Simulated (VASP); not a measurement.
# TiB2 (Fm-3m) in VASP: further runs

Runs on TiB2. Level: PBEsol. Tasks: single point, relaxation of cell and atoms.

Everything below comes from runs of VASP 6.6.1. Logs are shortened: lines on timing, memory, paths and dates and some standing lists are left out, and cuts for length are marked.

## Step 1: The cell of the first run

Symmetry: Fm-3m, No. 225, cubic system. The conventional cell has a = 5.043 Å, b = 5.043 Å, c = 5.043 Å, α = 90.00°, β = 90.00°, γ = 90.00°. Ti (site symmetry m-3m) has 8 B at 2.18 Å within 2.9 Å. Within 2.9 Å of B (site symmetry -43m) lie 4 Ti at 2.18 Å and 6 B at 2.52 Å.

## Step 2: Single point, PBEsol

The input, INCAR:

```
PREC = Accurate
ENCUT = 500
EDIFF = 1E-6
ISMEAR = 1
SIGMA = 0.05
LREAL = F
LASPH = T
NELM = 120
ALGO = Normal
ISIF = 2
LWAVE = F
LCHARG = T
GGA = PS
LELF = T
LVHAR = T
NBANDS = 16
GGA_COMPAT = F
```

The input, KPOINTS:

```
regular mesh
0
Gamma
  6 6 6
```

The input, POSCAR:

```
TiB2
1.0
    0.0000000000      2.5212512865      2.5212512865
    2.5212512865      0.0000000000      2.5212512865
    2.5212512865      2.5212512865      0.0000000000
Ti B
1 2
Direct
    0.0000000000      0.0000000000      0.0000000000
    0.2500000000      0.2500000000      0.2500000000
    0.7500000000      0.7500000000      0.7500000000
```

Potentials or basis: VASP PAW PBE potentials, release 64 (Ti_sv, B).

Launch:

```
$ cat potpaw_PBE.64/Ti_sv/POTCAR potpaw_PBE.64/B/POTCAR > POTCAR
$ mpirun -np 1 vasp_std > vasp.out
```

OUTCAR:

```text
PREC = Accurate
   ENCUT = 500
   EDIFF = 1E-6
   ISMEAR = 1
   LREAL = F
   LASPH = T
   NELM = 120
   ISIF = 2
   GGA = PS

 ion  position               nearest neighbor table
   1  0.000  0.000  0.000-   3 2.18   3 2.18   3 2.18   2 2.18   3 2.18   2 2.18   2 2.18   2 2.18

   2  0.250  0.250  0.250-   1 2.18   1 2.18   1 2.18   1 2.18
   3  0.750  0.750  0.750-   1 2.18   1 2.18   1 2.18   1 2.18

  LATTYP: Found a face centered cubic cell.
 ALAT       =     5.0425025730

  Lattice vectors:

 A1 = (   0.0000000000,   2.5212512865,   2.5212512865)
 A2 = (   2.5212512865,   0.0000000000,   2.5212512865)
 A3 = (   2.5212512865,   2.5212512865,   0.0000000000)

Analysis of symmetry for initial positions (statically):
=====================================================================
 Subroutine PRICEL returns:
 Original cell was already a primitive cell.

 Routine SETGRP: Setting up the symmetry group for a
 face centered cubic supercell.

 Subroutine GETGRP returns: Found 48 space group operations
 (whereof 48 operations were pure point group operations)
 out of a pool of 48 trial point group operations.

The static configuration has the point symmetry O_h .

Analysis of symmetry for dynamics (positions and initial velocities):
=====================================================================
 Subroutine PRICEL returns:
 Original cell was already a primitive cell.

 Routine SETGRP: Setting up the symmetry group for a
 face centered cubic supercell.

 Subroutine GETGRP returns: Found 48 space group operations
 (whereof 48 operations were pure point group operations)
 out of a pool of 48 trial point group operations.

The dynamic configuration has the point symmetry O_h .

 Subroutine INISYM returns: Found 48 space group operations
 (whereof 48 operations are pure point group operations),
 and found     1 'primitive' translations

----------------------------------------------------------------------------------------

                                     Primitive cell

  volume of cell :      32.0537

  direct lattice vectors                    reciprocal lattice vectors
     0.000000000  2.521251287  2.521251287    -0.198314227  0.198314227  0.198314227
     2.521251287  0.000000000  2.521251287     0.198314227 -0.198314227  0.198314227
     2.521251287  2.521251287  0.000000000     0.198314227  0.198314227 -0.198314227

  length of vectors
     3.565587764  3.565587764  3.565587764     0.343490317  0.343490317  0.343490317

  position of ions in fractional coordinates (direct lattice)
     0.000000000  0.000000000  0.000000000
     0.250000000  0.250000000  0.250000000
     0.750000000  0.750000000  0.750000000

  ion indices of the primitive-cell ions
   primitive index   ion index
                 1           1
                 2           2
                 3           3

----------------------------------------------------------------------------------------

 KPOINTS: regular mesh

Automatic generation of k-mesh.
 Grid dimensions read from file:
 generate k-points for:    6    6    6

 Generating k-lattice:

  Cartesian coordinates                     Fractional coordinates (reciprocal lattice)
    -0.033052371  0.033052371  0.033052371     0.166666667  0.000000000  0.000000000
     0.033052371 -0.033052371  0.033052371     0.000000000  0.166666667  0.000000000
     0.033052371  0.033052371 -0.033052371     0.000000000  0.000000000  0.166666667

  Length of vectors
     0.057248386  0.057248386  0.057248386

  Shift w.r.t. Gamma in fractional coordinates (k-lattice)
     0.000000000  0.000000000  0.000000000

 Subroutine IBZKPT returns following result:
 ===========================================

 Found     16 irreducible k-points:

 Following reciprocal coordinates:
            Coordinates               Weight
  0.000000  0.000000  0.000000      1.000000
  0.166667  0.000000  0.000000      8.000000
  0.333333  0.000000  0.000000      8.000000
  0.500000  0.000000  0.000000      4.000000
  0.166667  0.166667  0.000000      6.000000
  0.333333  0.166667  0.000000     24.000000
[... 8 lines left out ...]
 -0.333333  0.333333  0.166667     24.000000
 -0.333333  0.500000  0.166667     12.000000
   k-points           NKPTS =     16   k-points in BZ     NKDIM =     16   number of bands    NBANDS=     16
   number of dos      NEDOS =    301   number of ions     NIONS =      3
   total plane-waves  NPLWV =  21952
   dimension x,y,z NGX =    28 NGY =   28 NGZ =   28
   dimension x,y,z NGXF=    56 NGYF=   56 NGZF=   56
   ions per type =               1   2
   NGX,Y,Z   is equivalent  to a cutoff of  13.06, 13.06, 13.06 a.u.
   NGXF,Y,Z  is equivalent  to a cutoff of  26.11, 26.11, 26.11 a.u.
 SYSTEM =  unknown system
   PREC   = accura    normal or accurate (medium, high low for compatibility)
   ISTART =      0    job   : 0-new  1-cont  2-samecut
   ICHARG =      2    charge: 1-file 2-atom 10-const
   ISPIN  =      1    spin polarized calculation?
   LNONCOLLINEAR =      F non collinear calculations
   LSORBIT =      F    spin-orbit coupling
   LASPH  =      T    aspherical Exc in radial PAW
   ENCUT  =  500.0 eV  36.75 Ry    6.06 a.u.   6.50  6.50  6.50*2*pi/ulx,y,z
   NELM   =    120;   NELMIN=  2; NELMDL= -5     # of ELM steps
   EDIFF  = 0.1E-05   stopping-criterion for ELM
   LREAL  =      F    real-space projection
   EDIFFG = 0.1E-04   stopping-criterion for IOM
   NSW    =      0    number of steps for IOM
   IBRION =     -1    ionic relax: 0-MD 1-quasi-New 2-CG
   NFREE  =      0    steps in history (QN), initial steepest desc. (CG)
   ISIF   =      2    stress and relaxation
   ISYM   =      2    0-nonsym 1-usesym 2-fastsym
   POTIM  = 0.5000    time-step for ionic-motion
   TEBEG  =    0.0;   TEEND  =   0.0 temperature during run
   PSTRESS=    0.0 pullay stress
   NELECT =      18.0000    total number of electrons
   NUPDOWN=      -1.0000    fix difference up-down
   EMIN   =  10.00;   EMAX   =-10.00  energy-range for DOS
   EFERMI =   0.00;   METHOD = LEGACY
   ISMEAR =     1;   SIGMA  =   0.05  broadening in eV -4-tet -1-fermi 0-gaus
   EFERMI_NEDOS =   21; number of points for ismear=-14 and -15
   IALGO  =     38    algorithm
   IMIX   =      4    mixing-type and parameters
     AMIX     =   0.40;   BMIX     =  1.00
     AMIX_MAG =   1.60;   BMIX_MAG =  1.00
  volume/ion in A,a.u.               =      10.68        72.10
  Fermi-wavevector in a.u.,A,eV,Ry     =   1.350640  2.552339 24.820126  1.824228
  Thomas-Fermi vector in A             =   2.478128
   LORBIT       =      0    0 simple, 1 ext, 2 COOP (PROOUT), +10 PAW based schemes
   GGA     = PS    functional components
   LHFCALC =     F    Hartree Fock is set to
   AEXX    =    0.0000 exact exchange contribution
   IVDW    =     0    specifies the selected vdW correction
   LEPSILON=     F    determine dielectric tensor
   LRPA    =     F    only Hartree local field effects (RPA)
 non-spin polarized calculation
 Methfessel and Paxton  Order N= 1 SIGMA  =   0.05
  energy-cutoff  :      500.00
  volume of cell :       32.05
 maximum number of plane-waves:       869
 NGX is ok and might be reduce to    28
   NGX = 13   NGY = 13   NGZ = 13

 number of electron      18.0000001 magnetization

 Free energy of the ion-electron system (eV)
  ---------------------------------------------------
  ext. energy  EPLUGINS =         0.00000000
  ---------------------------------------------------
  free energy    TOTEN  =       -20.51468727 eV

  energy without entropy =      -20.51324761  energy(sigma->0) =      -20.51420738

 E-fermi :   6.9750     XC(G=0): -11.7386

 val. band max:        6.6755408242   @ k =   0.1667   0.1667   0.0000
 cond. band min:       6.9824675746   @ k =  -0.3333   0.3333   0.1667
 fundamental gap:      0.3069267504
 Fermi energy:         6.9750415392

 k-point     1 :       0.0000    0.0000    0.0000
  band No.  band energies     occupation
      1     -49.2355      2.00000
      2     -25.6294      2.00000
      3     -25.6294      2.00000
      4     -25.6294      2.00000
      5      -3.9513      2.00000
      6       3.4609      2.00000
[... 8 lines left out ...]
     15      15.0219      0.00000
     16      15.0219      0.00000

 k-point     2 :       0.1667    0.0000    0.0000
  band No.  band energies     occupation
      1     -49.2325      2.00000
      2     -25.6654      2.00000
      3     -25.6352      2.00000
      4     -25.6352      2.00000
      5      -3.4845      2.00000
      6       2.6907      2.00000
[... 8 lines left out ...]
     15      13.2383      0.00000
     16      14.4895      0.00000

 k-point     3 :       0.3333    0.0000    0.0000
  band No.  band energies     occupation
      1     -49.2265      2.00000
      2     -25.7366      2.00000
      3     -25.6467      2.00000
      4     -25.6467      2.00000
      5      -2.2279      2.00000
      6       1.3100      2.00000
[... 8 lines left out ...]
     15      13.5927      0.00000
     16      14.7136      0.00000

 k-point     4 :       0.5000    0.0000    0.0000
  band No.  band energies     occupation
      1     -49.2235      2.00000
      2     -25.7718      2.00000
      3     -25.6524      2.00000
      4     -25.6524      2.00000
      5      -0.9759      2.00000
      6       0.1403      2.00000
[... 8 lines left out ...]
     15      14.7429      0.00000
     16      14.9205      0.00000

 k-point     5 :       0.1667    0.1667    0.0000
  band No.  band energies     occupation
      1     -49.2315      2.00000
      2     -25.6641      2.00000
      3     -25.6437      2.00000
      4     -25.6437      2.00000
      5      -3.3262      2.00000
      6       2.7432      2.00000
[... 8 lines left out ...]
     15      13.8408      0.00000
     16      13.8408      0.00000

 k-point     6 :       0.3333    0.1667    0.0000
  band No.  band energies     occupation
      1     -49.2265      2.00000
      2     -25.7166      2.00000
      3     -25.6566      2.00000
      4     -25.6566      2.00000
      5      -2.3140      2.00000
      6       1.8084      2.00000
[... 8 lines left out ...]
     15      13.8708      0.00000
     16      14.4664      0.00000

 k-point     7 :       0.5000    0.1667    0.0000
  band No.  band energies     occupation
      1     -49.2225      2.00000
      2     -25.7580      2.00000
      3     -25.6730      2.00000
      4     -25.6609      2.00000
      5      -0.8233      2.00000
      6       0.5545      2.00000
[... 8 lines left out ...]
     15      14.6806      0.00000
     16      14.8613      0.00000

 k-point     8 :      -0.3333    0.1667    0.0000
  band No.  band energies     occupation
      1     -49.2235      2.00000
      2     -25.7467      2.00000
      3     -25.6774      2.00000
      4     -25.6525      2.00000
      5      -1.3344      2.00000
      6       0.9892      2.00000
[... 8 lines left out ...]
     15      13.8457      0.00000
     16      14.8010      0.00000

 k-point     9 :      -0.1667    0.1667    0.0000
  band No.  band energies     occupation
      1     -49.2285      2.00000
      2     -25.6998      2.00000
      3     -25.6593      2.00000
      4     -25.6396      2.00000
      5      -2.7444      2.00000
      6       2.0633      2.00000
[... 8 lines left out ...]
     15      13.1627      0.00000
     16      14.2751      0.00000

 k-point    10 :       0.3333    0.3333    0.0000
  band No.  band energies     occupation
      1     -49.2235      2.00000
      2     -25.7313      2.00000
      3     -25.6722      2.00000
      4     -25.6722      2.00000
      5      -1.5889      2.00000
      6       1.8026      2.00000
[... 8 lines left out ...]
     15      15.0383      0.00000
     16      15.1007      0.00000

 k-point    11 :       0.5000    0.3333    0.0000
  band No.  band energies     occupation
      1     -49.2205      2.00000
      2     -25.7500      2.00000
      3     -25.6942      2.00000
      4     -25.6780      2.00000
      5      -0.2397      2.00000
      6       1.2504      2.00000
[... 8 lines left out ...]
     15      14.5758      0.00000
     16      15.3973      0.00000

 k-point    12 :      -0.3333    0.3333    0.0000
  band No.  band energies     occupation
      1     -49.2205      2.00000
      2     -25.7280      2.00000
      3     -25.7266      2.00000
      4     -25.6681      2.00000
      5       0.0766      2.00000
      6       0.8873      2.00000
[... 8 lines left out ...]
     15      13.6701      0.00000
     16      14.9534      0.00000

 k-point    13 :       0.5000    0.5000    0.0000
  band No.  band energies     occupation
      1     -49.2195      2.00000
      2     -25.7640      2.00000
      3     -25.6864      2.00000
      4     -25.6864      2.00000
      5       0.6097      2.00000
      6       1.2966      2.00000
[... 8 lines left out ...]
     15      14.6480      0.00000
     16      16.0774      0.00000

 k-point    14 :       0.5000    0.3333    0.1667
  band No.  band energies     occupation
      1     -49.2225      2.00000
      2     -25.7364      2.00000
      3     -25.6904      2.00000
      4     -25.6650      2.00000
      5      -1.1269      2.00000
      6       1.3690      2.00000
[... 8 lines left out ...]
     15      13.8995      0.00000
     16      14.7329      0.00000

 k-point    15 :      -0.3333    0.3333    0.1667
  band No.  band energies     occupation
      1     -49.2205      2.00000
      2     -25.7419      2.00000
      3     -25.7072      2.00000
      4     -25.6737      2.00000
      5       0.1934      2.00000
      6       0.6142      2.00000
[... 8 lines left out ...]
     15      14.3352      0.00000
     16      14.5330      0.00000

 k-point    16 :      -0.3333    0.5000    0.1667
  band No.  band energies     occupation
      1     -49.2195      2.00000
      2     -25.7447      2.00000
      3     -25.7059      2.00000
      4     -25.6871      2.00000
      5       0.7318      2.00000
      6       1.1187      2.00000
[... 8 lines left out ...]
     15      14.1434      0.00000
     16      14.7844      0.00000

------------------------ aborting loop because EDIFF is reached ----------------------------------------

  FORCE on cell =-STRESS in cart. coord.  units (eV):
  Direction    XX          YY          ZZ          XY          YZ          ZX
  --------------------------------------------------------------------------------------
  -------------------------------------------------------------------------------------
  Total       -0.0454410     -0.0454410     -0.0454410      0.0000000      0.0000000      0.0000000
  in kB       -2.2713270     -2.2713270     -2.2713270      0.0000000      0.0000000      0.0000000
  external PRESSURE =      -2.2713270 kB  Pullay stress =       0.0000000 kB

 VOLUME and BASIS-vectors are now :
 -----------------------------------------------------------------------------
  energy-cutoff  :      500.00
  volume of cell :       32.05
      direct lattice vectors                 reciprocal lattice vectors
     0.000000000  2.521251287  2.521251287    -0.198314227  0.198314227  0.198314227
     2.521251287  0.000000000  2.521251287     0.198314227 -0.198314227  0.198314227
     2.521251287  2.521251287  0.000000000     0.198314227  0.198314227 -0.198314227

 POSITION                                       TOTAL-FORCE (eV/Angst)
 -----------------------------------------------------------------------------------
      0.00000      0.00000      0.00000         0.000000      0.000000      0.000000
      1.26063      1.26063      1.26063         0.000000      0.000000      0.000000
      3.78188      3.78188      3.78188        -0.000000     -0.000000     -0.000000
 -----------------------------------------------------------------------------------
    total drift:                               -0.000000     -0.000000      0.000000

  FREE ENERGIE OF THE ION-ELECTRON SYSTEM (eV)
  ---------------------------------------------------
  free  energy   TOTEN  =       -20.5146872688 eV

  energy  without entropy=      -20.5132476071  energy(sigma->0) =      -20.51420738
```

Wall time 9.8 s (1 thread of Intel Xeon 8259CL, shared host); peak memory 0.12 GiB.

What came out:

- Free energy: -20.5147 eV
- Pressure: -0.2 GPa
- Band gap on the k mesh: zero (bands 9 and 10 overlap by 1.74 eV)

Caveat: the PAW data sets were made with another functional, which shifts forces and pressure a little.

## Step 3: Relaxation of cell and atoms, PBEsol

This run uses another cell than the first one, of 8.99 Å³/atom.

The input, INCAR:

```
SYSTEM = TiB2
PREC     = Accurate       ! precision mode
ENCUT    = 500            ! plane-wave cutoff, eV
EDIFF    = 1E-7           ! SCF threshold, eV
ISMEAR   = 1              ! smearing method
SIGMA    = 0.05           ! smearing width, eV
LREAL    = .False.        ! projectors in reciprocal space
LASPH    = .True.         ! aspherical terms in the spheres
NELM     = 120            ! most SCF steps
ALGO     = Normal         ! electronic algorithm
ISIF     = 3              ! what is computed and relaxed
LWAVE    = .False.        ! write WAVECAR
LCHARG   = .False.        ! write CHGCAR
GGA      = PS             ! functional
IBRION   = 2              ! ionic algorithm
NSW      = 80             ! ionic steps
EDIFFG   = -0.02          ! ionic threshold
GGA_COMPAT= .False.      
NELMIN   = 4
```

The input, KPOINTS:

```
regular mesh
0
Gamma
  6 6 6
  0 0 0
```

The input, POSCAR:

```
TiB2
1.0
    0.0000000000      2.3800000000      2.3800000000
    2.3800000000      0.0000000000      2.3800000000
    2.3800000000      2.3800000000      0.0000000000
Ti B
1 2
Direct
    0.0000000000      0.0000000000      0.0000000000
    0.2500000000      0.2500000000      0.2500000000
    0.7500000000      0.7500000000      0.7500000000
```

Potentials or basis: VASP PAW PBE potentials, release 64 (Ti_sv, B).

Launch:

```
$ cat potpaw_PBE.64/Ti_sv/POTCAR potpaw_PBE.64/B/POTCAR > POTCAR
$ mpirun -np 1 vasp_std > vasp.out
```

Run time: 30 s. Hardware: 1 thread of Intel Xeon 8259CL, shared host; peak memory 0.13 GiB.

The run converged. Its results:

| Quantity | Value |
| --- | --- |
| Free energy | -20.5091 eV |
| Relaxed volume | 10.67 Å³/atom |
| Relaxed cell | a = 3.564 Å, b = 3.564 Å, c = 3.564 Å, α = 60.00°, β = 60.00°, γ = 60.00° |
| Space group after relaxing (to 0.1 Å) | Fm-3m (No. 225) |
| Energy gained by relaxing | 173.7 meV/atom |
| Ionic steps | 3 |
| Pressure after relaxing | -0.2 GPa |
| Band gap on the k mesh | zero (bands 9 and 10 overlap by 1.75 eV) |

The path:
| step | energy change (eV) | largest force (eV/Å) | pressure (GPa) | volume (Å³) |
| --- | --- | --- | --- | --- |
| 1 | 0.0000 | 0.0000 | 38.00 | 26.96 |
| 2 | -0.2927 | 0.0000 | -15.65 | 36.16 |
| 3 | -0.5212 | 0.0000 | -0.18 | 32.01 |

Final structure:
```
Ti B
1.0
     0.00000    2.52019    2.52019
     2.52019    0.00000    2.52019
     2.52019    2.52019    0.00000
Ti B
1 2
Direct
  0.00000 0.00000 0.00000
  0.25000 0.25000 0.25000
  0.75000 0.75000 0.75000
```

Levels at points of the mesh, in eV from the Fermi level:
```csv
k point,band 6,band 7,band 8,band 9,band 10,band 11,band 12,band 13
"(0.00, 0.00, 0.00)",-3.52,-3.52,-3.52,1.22,1.22,1.22,5.19,5.19
"(0.50, 0.00, 0.00)",-6.84,-2.57,-2.57,0.81,1.61,1.61,1.74,1.74
"(0.50, 0.50, 0.00)",-5.68,-5.53,-1.74,-1.74,0.68,0.68,2.15,2.33
```

Caveat: the k points lie up to 0.36 Å⁻¹ apart in the final cell, too coarse for converged energies and pressures of a metal; the volume moved by over 15 % at a fixed basis, so the end points are rough; the PAW data sets were made with another functional, which shifts forces and pressure a little.

The gap in the log of VASP goes by the Fermi energy; the results here count the filled bands.